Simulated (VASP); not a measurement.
# Ge (Imma) in VASP: further runs

Runs on Ge. Level: LDA. Tasks: single point.

Everything below comes from runs of VASP 6.6.1. Logs are shortened: lines on timing, memory, paths and dates and some standing lists are left out, and cuts for length are marked.

**1. The cell of the first run**

The structure is orthorhombic, space group Imma (No. 74). The conventional cell has a = 4.992 Å, b = 5.302 Å, c = 2.874 Å, α = 90.00°, β = 90.00°, γ = 90.00°. Within 3.5 Å of Ge (site symmetry mm2) lie 8 Ge at 2.68 to 3.08 Å.

**2. Single point, LDA**

INCAR

```
  ALGO = Normal
  EDIFF = 1E-6
  ENCUT = 500
  GGA = CA
  GGA_COMPAT = F
  ISIF = 2
  ISMEAR = 0
  LASPH = T
  LCHARG = F
  LREAL = F
  LWAVE = F
  NBANDS = 21
  NELM = 120
  PREC = Accurate
  SIGMA = 0.1
```

KPOINTS

```
k-points
0
Gamma
  12 12 12
```

POSCAR

```
Ge
1.0
   -2.4958980000      2.6508630000      1.4369470000
    2.4958980000     -2.6508630000      1.4369470000
    2.4958980000      2.6508630000     -1.4369470000
Ge
2
Direct
    0.6859430000      0.9359430000      0.7500000000
    0.3140570000      0.0640570000      0.2500000000
```

Potentials or basis: VASP PAW LDA potentials, release 64 (Ge_d).

The run is started by

```bash
$ cat potpaw_LDA.64/Ge_d/POTCAR > POTCAR
$ mpirun -np 1 vasp_std > vasp.out
```

OUTCAR:

```text
EDIFF = 1E-6
   ENCUT = 500
   GGA = CA
   ISIF = 2
   ISMEAR = 0
   LASPH = T
   LREAL = F
   NELM = 120
   PREC = Accurate

 ion  position               nearest neighbor table
   1  0.686  0.936  0.750-   2 2.68   2 2.68   2 2.72   2 2.72
   2  0.314  0.064  0.250-   1 2.68   1 2.68   1 2.72   1 2.72

  LATTYP: Found a body centered orthorhombic cell.
 ALAT       =     2.8738940000
 B/A-ratio  =     1.7369450648
 C/A-ratio  =     1.8447882907

  Lattice vectors:

 A1 = (   2.4958980000,  -2.6508630000,   1.4369470000)
 A2 = (  -2.4958980000,  -2.6508630000,  -1.4369470000)
 A3 = (   2.4958980000,   2.6508630000,  -1.4369470000)

Analysis of symmetry for initial positions (statically):
=====================================================================
 Subroutine PRICEL returns:
 Original cell was already a primitive cell.

 Routine SETGRP: Setting up the symmetry group for a
 body centered orthorhombic supercell.

 Subroutine GETGRP returns: Found  8 space group operations
 (whereof  4 operations were pure point group operations)
 out of a pool of  8 trial point group operations.

The static configuration has the point symmetry C_2h.
 The point group associated with its full space group is D_2h.

Analysis of symmetry for dynamics (positions and initial velocities):
=====================================================================
 Subroutine PRICEL returns:
 Original cell was already a primitive cell.

 Routine SETGRP: Setting up the symmetry group for a
 body centered orthorhombic supercell.

 Subroutine GETGRP returns: Found  8 space group operations
 (whereof  4 operations were pure point group operations)
 out of a pool of  8 trial point group operations.

The dynamic configuration has the point symmetry C_2h.
 The point group associated with its full space group is D_2h.

 Subroutine INISYM returns: Found  8 space group operations
 (whereof  4 operations are pure point group operations),
 and found     1 'primitive' translations

----------------------------------------------------------------------------------------

                                     Primitive cell

  volume of cell :      38.0290

  direct lattice vectors                    reciprocal lattice vectors
    -2.495898000  2.650863000  1.436947000     0.000000000  0.188617820  0.347959946
     2.495898000 -2.650863000  1.436947000     0.200328699  0.000000000  0.347959946
     2.495898000  2.650863000 -1.436947000     0.200328699  0.188617820  0.000000000

  length of vectors
     3.914255760  3.914255760  3.914255760     0.395793893  0.401506801  0.275151358

  position of ions in fractional coordinates (direct lattice)
     0.685943000  0.935943000  0.750000000
     0.314057000  0.064057000  0.250000000

  ion indices of the primitive-cell ions
   primitive index   ion index
                 1           1
                 2           2

----------------------------------------------------------------------------------------

 KPOINTS: k-points

Automatic generation of k-mesh.
 Grid dimensions read from file:
 generate k-points for:   12   12   12

 Generating k-lattice:

  Cartesian coordinates                     Fractional coordinates (reciprocal lattice)
     0.000000000  0.015718152  0.028996662     0.083333333  0.000000000  0.000000000
     0.016694058  0.000000000  0.028996662     0.000000000  0.083333333  0.000000000
     0.016694058  0.015718152  0.000000000     0.000000000  0.000000000  0.083333333

  Length of vectors
     0.032982824  0.033458900  0.022929280

  Shift w.r.t. Gamma in fractional coordinates (k-lattice)
     0.000000000  0.000000000  0.000000000

 Subroutine IBZKPT returns following result:
 ===========================================

 Found    280 irreducible k-points:

 Following reciprocal coordinates:
            Coordinates               Weight
  0.000000  0.000000  0.000000      1.000000
  0.083333  0.000000 -0.000000      4.000000
  0.166667 -0.000000  0.000000      4.000000
  0.250000  0.000000 -0.000000      4.000000
  0.333333  0.000000  0.000000      4.000000
  0.416667 -0.000000  0.000000      4.000000
[... 16 lines left out ...]
  0.250000  0.166667  0.000000      8.000000
  0.333333  0.166667 -0.000000      8.000000
 [... further k-points ...]
   k-points           NKPTS =    280   k-points in BZ     NKDIM =    280   number of bands    NBANDS=     21
   number of dos      NEDOS =    301   number of ions     NIONS =      2
   total plane-waves  NPLWV =  27000
   dimension x,y,z NGX =    30 NGY =   30 NGZ =   30
   dimension x,y,z NGXF=    60 NGYF=   60 NGZF=   60
   ions per type =               2
   NGX,Y,Z   is equivalent  to a cutoff of  12.74, 12.74, 12.74 a.u.
   NGXF,Y,Z  is equivalent  to a cutoff of  25.48, 25.48, 25.48 a.u.
 SYSTEM =  unknown system
   PREC   = accura    normal or accurate (medium, high low for compatibility)
   ISTART =      0    job   : 0-new  1-cont  2-samecut
   ICHARG =      2    charge: 1-file 2-atom 10-const
   ISPIN  =      1    spin polarized calculation?
   LNONCOLLINEAR =      F non collinear calculations
   LSORBIT =      F    spin-orbit coupling
   LASPH  =      T    aspherical Exc in radial PAW
   ENCUT  =  500.0 eV  36.75 Ry    6.06 a.u.   7.14  7.14  7.14*2*pi/ulx,y,z
   NELM   =    120;   NELMIN=  2; NELMDL= -5     # of ELM steps
   EDIFF  = 0.1E-05   stopping-criterion for ELM
   LREAL  =      F    real-space projection
   EDIFFG = 0.1E-04   stopping-criterion for IOM
   NSW    =      0    number of steps for IOM
   IBRION =     -1    ionic relax: 0-MD 1-quasi-New 2-CG
   NFREE  =      0    steps in history (QN), initial steepest desc. (CG)
   ISIF   =      2    stress and relaxation
   ISYM   =      2    0-nonsym 1-usesym 2-fastsym
   POTIM  = 0.5000    time-step for ionic-motion
   TEBEG  =    0.0;   TEEND  =   0.0 temperature during run
   PSTRESS=    0.0 pullay stress
   NELECT =      28.0000    total number of electrons
   NUPDOWN=      -1.0000    fix difference up-down
   EMIN   =  10.00;   EMAX   =-10.00  energy-range for DOS
   EFERMI =   0.00;   METHOD = LEGACY
   ISMEAR =     0;   SIGMA  =   0.10  broadening in eV -4-tet -1-fermi 0-gaus
   EFERMI_NEDOS =   21; number of points for ismear=-14 and -15
   IALGO  =     38    algorithm
   IMIX   =      4    mixing-type and parameters
     AMIX     =   0.40;   BMIX     =  1.00
     AMIX_MAG =   1.60;   BMIX_MAG =  1.00
  volume/ion in A,a.u.               =      19.01       128.32
  Fermi-wavevector in a.u.,A,eV,Ry     =   1.478277  2.793539 29.732860  2.185304
  Thomas-Fermi vector in A             =   2.592578
   LORBIT       =      0    0 simple, 1 ext, 2 COOP (PROOUT), +10 PAW based schemes
   GGA     = CA    functional components
   LHFCALC =     F    Hartree Fock is set to
   AEXX    =    0.0000 exact exchange contribution
   IVDW    =     0    specifies the selected vdW correction
   LEPSILON=     F    determine dielectric tensor
   LRPA    =     F    only Hartree local field effects (RPA)
 non-spin polarized calculation
 Gauss-broadening in eV      SIGMA  =   0.10
  energy-cutoff  :      500.00
  volume of cell :       38.03
 maximum number of plane-waves:       984
 NGX is ok and might be reduce to    30
   NGX = 15   NGY = 15   NGZ = 15

 number of electron      28.0000014 magnetization

 Free energy of the ion-electron system (eV)
  ---------------------------------------------------
  ext. energy  EPLUGINS =         0.00000000
  ---------------------------------------------------
  free energy    TOTEN  =        -9.98873149 eV

  energy without entropy =       -9.98467682  energy(sigma->0) =       -9.98670415

 E-fermi :   6.2472     XC(G=0): -11.4749

 val. band max:        6.2461551702   @ k =  -0.0833   0.4167   0.0000
 cond. band min:       6.2589935141   @ k =   0.3333   0.4167   0.0833
 fundamental gap:      0.0128383439
 Fermi energy:         6.2471884552

 k-point     1 :       0.0000    0.0000    0.0000
  band No.  band energies     occupation
      1     -18.5806      2.00000
      2     -18.5033      2.00000
      3     -18.5013      2.00000
      4     -18.4977      2.00000
      5     -18.4649      2.00000
      6     -18.4282      2.00000
[... 13 lines left out ...]
     20      17.0607      0.00000
     21      18.9512      0.00000

 k-point     2 :       0.0833    0.0000   -0.0000
  band No.  band energies     occupation
      1     -18.5753      2.00000
      2     -18.4981      2.00000
      3     -18.4944      2.00000
      4     -18.4912      2.00000
      5     -18.4663      2.00000
      6     -18.4303      2.00000
[... 13 lines left out ...]
     20      17.4069      0.00000
     21      18.2202      0.00000

 k-point     3 :       0.1667   -0.0000    0.0000
  band No.  band energies     occupation
      1     -18.5607      2.00000
      2     -18.4851      2.00000
      3     -18.4811      2.00000
      4     -18.4696      2.00000
      5     -18.4671      2.00000
      6     -18.4344      2.00000
[... 13 lines left out ...]
     20      15.7592      0.00000
     21      18.3798      0.00000

 k-point     4 :       0.2500    0.0000   -0.0000
  band No.  band energies     occupation
      1     -18.5399      2.00000
      2     -18.4771      2.00000
      3     -18.4672      2.00000
      4     -18.4620      2.00000
      5     -18.4369      2.00000
      6     -18.4313      2.00000
[... 13 lines left out ...]
     20      14.5417      0.00000
     21      18.7513      0.00000

 k-point     5 :       0.3333    0.0000    0.0000
  band No.  band energies     occupation
      1     -18.5170      2.00000
      2     -18.4775      2.00000
      3     -18.4544      2.00000
      4     -18.4525      2.00000
      5     -18.4264      2.00000
      6     -18.4256      2.00000
[... 13 lines left out ...]
     20      14.1156      0.00000
     21      19.6698      0.00000
[... 382 lines left out ...]
     20      14.7374      0.00000
     21      16.3697      0.00000

 k-point    22 :       0.1667    0.1667    0.0000
  band No.  band energies     occupation
      1     -18.5458      2.00000
      2     -18.4815      2.00000
      3     -18.4733      2.00000
      4     -18.4608      2.00000
      5     -18.4446      2.00000
      6     -18.4050      2.00000
[... 13 lines left out ...]
     20      14.2516      0.00000
     21      16.9398      0.00000

 k-point    23 :       0.2500    0.1667    0.0000
  band No.  band energies     occupation
      1     -18.5321      2.00000
      2     -18.4797      2.00000
      3     -18.4723      2.00000
      4     -18.4576      2.00000
      5     -18.4346      2.00000
      6     -18.4176      2.00000
[... 13 lines left out ...]
     20      15.4476      0.00000
     21      18.0088      0.00000

 k-point    24 :       0.3333    0.1667   -0.0000
  band No.  band energies     occupation
      1     -18.5180      2.00000
      2     -18.4812      2.00000
      3     -18.4739      2.00000
      4     -18.4422      2.00000
      5     -18.4336      2.00000
      6     -18.4183      2.00000
[... 13 lines left out ...]
     20      17.4876      0.00000
     21      18.3666      0.00000

 [... further k-points ...]

------------------------ aborting loop because EDIFF is reached ----------------------------------------

  FORCE on cell =-STRESS in cart. coord.  units (eV):
  Direction    XX          YY          ZZ          XY          YZ          ZX
  --------------------------------------------------------------------------------------
  -------------------------------------------------------------------------------------
  Total       -0.8664602     -0.9909449     -1.2199559      0.0000000      0.0000000      0.0000000
  in kB      -36.5043283    -41.7489207    -51.3972470      0.0000000      0.0000000      0.0000000
  external PRESSURE =     -43.2168320 kB  Pullay stress =       0.0000000 kB

 VOLUME and BASIS-vectors are now :
 -----------------------------------------------------------------------------
  energy-cutoff  :      500.00
  volume of cell :       38.03
      direct lattice vectors                 reciprocal lattice vectors
    -2.495898000  2.650863000  1.436947000     0.000000000  0.188617820  0.347959946
     2.495898000 -2.650863000  1.436947000     0.200328699  0.000000000  0.347959946
     2.495898000  2.650863000 -1.436947000     0.200328699  0.188617820  0.000000000

 POSITION                                       TOTAL-FORCE (eV/Angst)
 -----------------------------------------------------------------------------------
      2.49590      1.32543      1.25285         0.000000      0.000000     -0.071091
      0.00000      1.32543      0.18409        -0.000000     -0.000000      0.071091
 -----------------------------------------------------------------------------------
    total drift:                               -0.000000     -0.000000      0.000000

  FREE ENERGIE OF THE ION-ELECTRON SYSTEM (eV)
  ---------------------------------------------------
  free  energy   TOTEN  =        -9.9887314882 eV

  energy  without entropy=       -9.9846768197  energy(sigma->0) =       -9.98670415
```

It took 2.3 min on 1 thread of Intel Xeon Platinum 8375C at 2.90GHz (Ice Lake), shared host; peak memory 0.27 GiB.

What came out:

```
Free energy            : -9.9887 eV
Pressure               : -4.3 GPa
Largest force          : 0.071 eV/Å
Band gap on the k mesh : zero (bands 14 and 15 overlap by 5.56 eV)
```

Forces on the atoms (eV/Å):
```
Ge   0.000  0.000 -0.071
Ge   0.000  0.000  0.071
```

Stress tensor (GPa, compression positive):
```
-3.65  0.00  0.00
 0.00 -4.17  0.00
 0.00  0.00 -5.14
```

Caveat: the cell stands under tension.

**3. Single point, LDA**

INCAR

```
SYSTEM = Ge
PREC = Accurate
ENCUT = 500
EDIFF = 1E-6
ISMEAR = 0
SIGMA = 0.1
LREAL = .False.
LASPH = .True.
NELM = 120
ALGO = Normal
ISIF = 2
LWAVE = .False.
LCHARG = .False.
GGA = CA
NBANDS = 21
GGA_COMPAT = .False.
```

KPOINTS

```
regular mesh
0
Gamma
  12 12 12
  0 0 0
```

POSCAR is that of step 2.

Potentials or basis: VASP PAW LDA potentials, release 64 (Ge_d).

The run is started by

```bash
$ cat potpaw_LDA.64/Ge_d/POTCAR > POTCAR
$ mpirun -np 1 vasp_std > vasp.out
```

It took 2.1 min on 1 thread of Intel Xeon Platinum 8375C at 2.90GHz (Ice Lake), shared host; peak memory 0.27 GiB.

Results (log left out):

| Property | Result |
| --- | --- |
| Free energy | -9.9887 eV |
| Pressure | -4.3 GPa |
| Largest force | 0.071 eV/Å |
| Band gap on the k mesh | zero (bands 14 and 15 overlap by 5.56 eV) |

Forces on the atoms (eV/Å):
```
Ge   0.000  0.000 -0.071
Ge   0.000  0.000  0.071
```

Stress tensor (GPa, compression positive):
```
-3.65  0.00  0.00
 0.00 -4.17  0.00
 0.00  0.00 -5.14
```

Levels at points of the mesh, in eV from the Fermi level:
```csv
k point,band 12,band 13,band 14,band 15,band 16,band 17
"(0.00, 0.00, 0.00)",-3.91,-2.33,-1.89,3.56,6.89,7.09
"(0.50, 0.00, 0.00)",-6.98,-1.96,-1.54,-0.75,1.54,3.16
"(0.00, 0.50, 0.00)",-5.88,-3.51,-2.23,-1.77,3.22,3.97
"(0.50, 0.50, 0.00)",-10.36,0.66,0.66,2.26,2.26,6.69
"(0.50, 0.50, 0.50)",-8.25,-5.79,-5.54,4.36,6.88,10.58
```

Caveat: the cell stands under tension.
